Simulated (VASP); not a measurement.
# BeGe2Te4 (I-4) in VASP: single point with r2SCAN

Aim: the single point of BeGe2Te4 with r2SCAN.

Program: VASP 6.6.1. These are calculated values, not measurements. Logs are shortened: lines on timing, memory, paths and dates and some standing lists are left out, and cuts for length are marked.

## Step 1: The cell of the first run

Symmetry: I-4, No. 82, tetragonal system. Conventional cell: a = 5.825 Å, b = 5.825 Å, c = 11.642 Å, α = 90.00°, β = 90.00°, γ = 90.00°. Be (site symmetry -4) has 4 Te at 2.56 Å within 3.4 Å. Ge (site symmetry -4) has 4 Te at 2.56 Å within 3.4 Å. Within 3.4 Å of Ge (site symmetry -4) lie 4 Te at 2.56 Å. Within 3.4 Å of Te (site symmetry 1) lie 1 Be at 2.56 Å and 2 Ge at 2.56 Å.

## Step 2: Single point, r2SCAN

POSCAR reads:

```
BeGe2Te4
1.0
    0.0000000000      5.8254670000      0.0000000000
    5.8254670000      0.0000000000      0.0000000000
    2.9127340000      2.9127340000     -5.8212420000
Be Ge Te
1 2 4
Direct
    0.0000000000      0.0000000000      0.0000000000
    0.5000000000      0.5000000000      0.0000000000
    0.7500000000      0.2500000000      0.5000000000
    0.3700000000      0.3900000000      0.7400000000
    0.6100000000      0.1100000000      0.2600000000
    0.8900000000      0.8700000000      0.7400000000
    0.1300000000      0.6300000000      0.2600000000
```

INCAR.step1 reads:

```
SYSTEM = BeGe2Te4
PREC = Accurate
ENCUT = 520
ISMEAR = 1
SIGMA = 0.0601
LREAL = .False.
LASPH = .True.
NELM = 80
NBANDS = 36
GGA = PE
ALGO = Normal
EDIFF = 1E-4
LWAVE = .True.
LCHARG = .False.
```

INCAR.step2 reads:

```
SYSTEM = BeGe2Te4
PREC = Accurate
ENCUT = 520
EDIFF = 1E-6
ISMEAR = 1
SIGMA = 0.0601
LREAL = .False.
LASPH = .True.
NELM = 80
ALGO = Normal
ISIF = 2
LWAVE = .False.
LCHARG = .False.
METAGGA = R2SCAN
LMIXTAU = .True.
NBANDS = 36
ISTART = 1
```

KPOINTS reads:

```
Automatic mesh
0
Gamma
  5 5 5
  0 0 0
```

Potentials or basis: VASP PAW PBE potentials, release 64 (Be, Ge_d, Te).

Run with:

```bash
$ cat potpaw_PBE.64/Be/POTCAR potpaw_PBE.64/Ge_d/POTCAR potpaw_PBE.64/Te/POTCAR > POTCAR
$ cp INCAR.step1 INCAR
$ mpirun -np 1 vasp_std > vasp.out
$ cp INCAR.step2 INCAR
$ mpirun -np 1 vasp_std > vasp.out
```

OUTCAR:

```text
SYSTEM = BeGe2Te4
   PREC = Accurate
   ENCUT = 520
   EDIFF = 1E-6
   ISMEAR = 1
   LREAL = .False.
   LASPH = .True.
   NELM = 80
   ISIF = 2
   METAGGA = R2SCAN
   ISTART = 1

 ion  position               nearest neighbor table
   1  0.000  0.000  0.000-   4 2.56   5 2.56   7 2.56   6 2.56
   2  0.500  0.500  0.000-   6 2.56   5 2.56   7 2.56   4 2.56
   3  0.750  0.250  0.500-   7 2.56   6 2.56   4 2.56   5 2.56
   4  0.370  0.390  0.740-   1 2.56   2 2.56   3 2.56
   5  0.610  0.110  0.260-   1 2.56   2 2.56   3 2.56
   6  0.890  0.870  0.740-   2 2.56   1 2.56   3 2.56
   7  0.130  0.630  0.260-   1 2.56   2 2.56   3 2.56

  LATTYP: Found a body centered tetragonal cell.
 ALAT       =     5.8254670000
 C/A-ratio  =     1.9985494725

  Lattice vectors:

 A1 = (  -2.9127340000,   2.9127330000,   5.8212420000)
 A2 = (   2.9127330000,  -2.9127340000,   5.8212420000)
 A3 = (   2.9127340000,   2.9127340000,  -5.8212420000)

Analysis of symmetry for initial positions (statically):
=====================================================================
 Subroutine PRICEL returns:
 Original cell was already a primitive cell.

 Routine SETGRP: Setting up the symmetry group for a
 body centered tetragonal supercell.

 Subroutine GETGRP returns: Found  4 space group operations
 (whereof  4 operations were pure point group operations)
 out of a pool of 16 trial point group operations.

The static configuration has the point symmetry S_4 .

Analysis of symmetry for dynamics (positions and initial velocities):
=====================================================================
 Subroutine PRICEL returns:
 Original cell was already a primitive cell.

 Routine SETGRP: Setting up the symmetry group for a
 body centered tetragonal supercell.

 Subroutine GETGRP returns: Found  4 space group operations
 (whereof  4 operations were pure point group operations)
 out of a pool of 16 trial point group operations.

The dynamic configuration has the point symmetry S_4 .

 Subroutine INISYM returns: Found  4 space group operations
 (whereof  4 operations are pure point group operations),
 and found     1 'primitive' translations

----------------------------------------------------------------------------------------

                                     Primitive cell

  volume of cell :     197.5501

  direct lattice vectors                    reciprocal lattice vectors
     0.000000000  5.825467000  0.000000000     0.000000000  0.171660057  0.085892338
     5.825467000  0.000000000  0.000000000     0.171660057  0.000000000  0.085892338
     2.912734000  2.912734000 -5.821242000     0.000000000  0.000000000 -0.171784647

  length of vectors
     5.825467000  5.825467000  7.131261959     0.191949652  0.191949652  0.171784647

  position of ions in fractional coordinates (direct lattice)
     0.000000000  0.000000000  0.000000000
     0.500000000  0.500000000  0.000000000
     0.750000000  0.250000000  0.500000000
     0.370000000  0.390000000  0.740000000
     0.610000000  0.110000000  0.260000000
     0.890000000  0.870000000  0.740000000
     0.130000000  0.630000000  0.260000000

  ion indices of the primitive-cell ions
   primitive index   ion index
                 1           1
                 2           2
                 3           3
                 4           4
                 5           5
                 6           6
                 7           7

----------------------------------------------------------------------------------------

 KPOINTS: Automatic mesh

Automatic generation of k-mesh.
 Grid dimensions read from file:
 generate k-points for:    5    5    5

 Generating k-lattice:

  Cartesian coordinates                     Fractional coordinates (reciprocal lattice)
     0.000000000  0.034332011  0.017178468     0.200000000  0.000000000  0.000000000
     0.034332011  0.000000000  0.017178468     0.000000000  0.200000000  0.000000000
     0.000000000  0.000000000 -0.034356929     0.000000000  0.000000000  0.200000000

  Length of vectors
     0.038389930  0.038389930  0.034356929

  Shift w.r.t. Gamma in fractional coordinates (k-lattice)
     0.000000000  0.000000000  0.000000000

 Subroutine IBZKPT returns following result:
 ===========================================

 Found     21 irreducible k-points:

 Following reciprocal coordinates:
            Coordinates               Weight
  0.000000  0.000000  0.000000      1.000000
  0.200000  0.000000  0.000000      8.000000
  0.400000  0.000000 -0.000000      8.000000
  0.200000  0.200000  0.000000      8.000000
  0.400000  0.200000  0.000000      8.000000
 -0.200000 -0.400000  0.000000      8.000000
[... 13 lines left out ...]
  0.000000  0.000000  0.400000      2.000000
 -0.200000  0.000000  0.400000      4.000000
   k-points           NKPTS =     21   k-points in BZ     NKDIM =     21   number of bands    NBANDS=     36
   number of dos      NEDOS =    301   number of ions     NIONS =      7
   total plane-waves  NPLWV = 124416
   dimension x,y,z NGX =    48 NGY =   48 NGZ =   54
   dimension x,y,z NGXF=    96 NGYF=   96 NGZF=  108
   ions per type =               1   2   4
   NGX,Y,Z   is equivalent  to a cutoff of  13.70, 13.70, 12.59 a.u.
   NGXF,Y,Z  is equivalent  to a cutoff of  27.40, 27.40, 25.18 a.u.
 SYSTEM =  BeGe2Te4
   PREC   = accura    normal or accurate (medium, high low for compatibility)
   ISTART =      1    job   : 0-new  1-cont  2-samecut
   ICHARG =      0    charge: 1-file 2-atom 10-const
   ISPIN  =      1    spin polarized calculation?
   LNONCOLLINEAR =      F non collinear calculations
   LSORBIT =      F    spin-orbit coupling
   LASPH  =      T    aspherical Exc in radial PAW
   ENCUT  =  520.0 eV  38.22 Ry    6.18 a.u.  10.83 10.83 13.26*2*pi/ulx,y,z
   NELM   =     80;   NELMIN=  2; NELMDL=  0     # of ELM steps
   EDIFF  = 0.1E-05   stopping-criterion for ELM
   LREAL  =      F    real-space projection
   EDIFFG = 0.1E-04   stopping-criterion for IOM
   NSW    =      0    number of steps for IOM
   IBRION =     -1    ionic relax: 0-MD 1-quasi-New 2-CG
   NFREE  =      0    steps in history (QN), initial steepest desc. (CG)
   ISIF   =      2    stress and relaxation
   ISYM   =      2    0-nonsym 1-usesym 2-fastsym
   POTIM  = 0.5000    time-step for ionic-motion
   TEBEG  =    0.0;   TEEND  =   0.0 temperature during run
   PSTRESS=    0.0 pullay stress
   NELECT =      54.0000    total number of electrons
   NUPDOWN=      -1.0000    fix difference up-down
   EMIN   =  10.00;   EMAX   =-10.00  energy-range for DOS
   EFERMI =   0.00;   METHOD = LEGACY
   ISMEAR =     1;   SIGMA  =   0.06  broadening in eV -4-tet -1-fermi 0-gaus
   EFERMI_NEDOS =   21; number of points for ismear=-14 and -15
   IALGO  =     38    algorithm
   IMIX   =      4    mixing-type and parameters
     AMIX     =   0.40;   BMIX     =  1.00
     AMIX_MAG =   1.60;   BMIX_MAG =  1.00
  volume/ion in A,a.u.               =      28.22       190.45
  Fermi-wavevector in a.u.,A,eV,Ry     =   1.062463  2.007763 15.358624  1.128827
  Thomas-Fermi vector in A             =   2.197914
   LORBIT       =      0    0 simple, 1 ext, 2 COOP (PROOUT), +10 PAW based schemes
   METAGGA = R2SCAN    functional components
   LHFCALC =     F    Hartree Fock is set to
   AEXX    =    0.0000 exact exchange contribution
   IVDW    =     0    specifies the selected vdW correction
   LEPSILON=     F    determine dielectric tensor
   LRPA    =     F    only Hartree local field effects (RPA)
 non-spin polarized calculation
 Methfessel and Paxton  Order N= 1 SIGMA  =   0.06
  energy-cutoff  :      520.00
  volume of cell :      197.55
 maximum number of plane-waves:      5365
 NGX is ok and might be reduce to    48
   NGX = 21   NGY = 21   NGZ = 27

 number of electron      54.0000030 magnetization

 Free energy of the ion-electron system (eV)
  ---------------------------------------------------
  ext. energy  EPLUGINS =         0.00000000
  ---------------------------------------------------
  free energy    TOTEN  =      -132.66383442 eV

  energy without entropy =     -132.66232066  energy(sigma->0) =     -132.66332983

 E-fermi :   6.0377     XC(G=0):  -9.5928

 val. band max:        6.0358591650   @ k =   0.4000   0.2000  -0.2000
 cond. band min:       6.0643021959   @ k =   0.4000   0.4000   0.2000
 fundamental gap:      0.0284430308
 Fermi energy:         6.0376816242

 k-point     1 :       0.0000    0.0000    0.0000
  band No.  band energies     occupation
      1     -20.5355      2.00000
      2     -20.5220      2.00000
      3     -20.5219      2.00000
      4     -20.5133      2.00000
      5     -20.5133      2.00000
      6     -20.5026      2.00000
[... 28 lines left out ...]
     35       9.4572      0.00000
     36       9.8783      0.00000

 k-point     2 :       0.2000    0.0000    0.0000
  band No.  band energies     occupation
      1     -20.5355      2.00000
      2     -20.5221      2.00000
      3     -20.5212      2.00000
      4     -20.5141      2.00000
      5     -20.5131      2.00000
      6     -20.5025      2.00000
[... 28 lines left out ...]
     35       9.5358      0.00000
     36      10.2647      0.00000

 k-point     3 :       0.4000    0.0000   -0.0000
  band No.  band energies     occupation
      1     -20.5356      2.00000
      2     -20.5224      2.00000
      3     -20.5196      2.00000
      4     -20.5159      2.00000
      5     -20.5129      2.00000
      6     -20.5022      2.00000
[... 28 lines left out ...]
     35       9.7226      0.00000
     36       9.9493      0.00000
[... 625 lines left out ...]
 k-point    20 :       0.0000    0.0000    0.4000
  band No.  band energies     occupation
      1     -20.5353      2.00000
      2     -20.5228      2.00000
      3     -20.5228      2.00000
      4     -20.5124      2.00000
      5     -20.5124      2.00000
      6     -20.5023      2.00000
[... 28 lines left out ...]
     35       9.9698      0.00000
     36       9.9698      0.00000

 k-point    21 :      -0.2000    0.0000    0.4000
  band No.  band energies     occupation
      1     -20.5354      2.00000
      2     -20.5228      2.00000
      3     -20.5220      2.00000
      4     -20.5133      2.00000
      5     -20.5124      2.00000
      6     -20.5021      2.00000
[... 28 lines left out ...]
     35       9.9714      0.00000
     36      10.2421      0.00000

------------------------ aborting loop because EDIFF is reached ----------------------------------------

  FORCE on cell =-STRESS in cart. coord.  units (eV):
  Direction    XX          YY          ZZ          XY          YZ          ZX
  --------------------------------------------------------------------------------------
  -------------------------------------------------------------------------------------
  Total        8.2323582      8.2323582      8.4238906      0.0000056     -0.0000007     -0.0000007
  in kB       66.7663595     66.7663595     68.3197316      0.0000456     -0.0000059     -0.0000059
  external PRESSURE =      67.2841502 kB  Pullay stress =       0.0000000 kB

 VOLUME and BASIS-vectors are now :
 -----------------------------------------------------------------------------
  energy-cutoff  :      520.00
  volume of cell :      197.55
      direct lattice vectors                 reciprocal lattice vectors
     0.000000000  5.825467000  0.000000000     0.000000000  0.171660057  0.085892338
     5.825467000  0.000000000  0.000000000     0.171660057  0.000000000  0.085892338
     2.912734000  2.912734000 -5.821242000     0.000000000  0.000000000 -0.171784647

 POSITION                                       TOTAL-FORCE (eV/Angst)
 -----------------------------------------------------------------------------------
      0.00000      0.00000      0.00000         0.000000     -0.000000      0.000000
      2.91273      2.91273      0.00000         0.000000     -0.000000      0.000000
      2.91273      5.82547     -2.91062        -0.000000     -0.000000      0.000000
      4.42736      4.31085     -4.30772        -0.222729     -1.986594     -0.083788
      1.39811      4.31085     -1.51352        -1.986594      0.222729      0.083788
      7.22358      7.34009     -4.30772         0.222729      1.986594     -0.083788
      4.42736      1.51462     -1.51352         1.986594     -0.222729      0.083788
 -----------------------------------------------------------------------------------
    total drift:                               -0.000125     -0.000116      0.000182

  FREE ENERGIE OF THE ION-ELECTRON SYSTEM (eV)
  ---------------------------------------------------
  free  energy   TOTEN  =      -132.6638344184 eV

  energy  without entropy=     -132.6623206648  energy(sigma->0) =     -132.66332983
```

Run time: 9.2 min. Hardware: 1 thread of Intel Xeon Platinum 8488C (Sapphire Rapids), shared host; peak memory 0.46 GiB.

Results:

* Free energy: -132.6638 eV
* Pressure: 6.7 GPa
* Largest force: 2.001 eV/Å
* Band gap on the k mesh: zero (bands 27 and 28 overlap by 0.88 eV)

Forces on the atoms (eV/Å):
```
Be   0.000  0.000  0.000
Ge   0.000  0.000  0.000
Ge   0.000  0.000  0.000
Te  -0.223 -1.987 -0.084
Te  -1.987  0.223  0.084
Te   0.223  1.987 -0.084
Te   1.987 -0.223  0.084
```

Levels at points of the mesh, in eV from the Fermi level:
```tsv
k point	band 23	band 24	band 25	band 26	band 27	band 28	band 29	band 30	band 31	band 32
(0.00, 0.00, 0.00)	-3.97	-1.78	-1.70	-1.70	-0.40	0.04	0.36	1.50	1.50	1.62
```

Caveat: the cell stands under pressure; the PAW data sets were made with another functional, which shifts forces and pressure a little; spin-orbit coupling is left out, which moves the levels of the heavy elements.
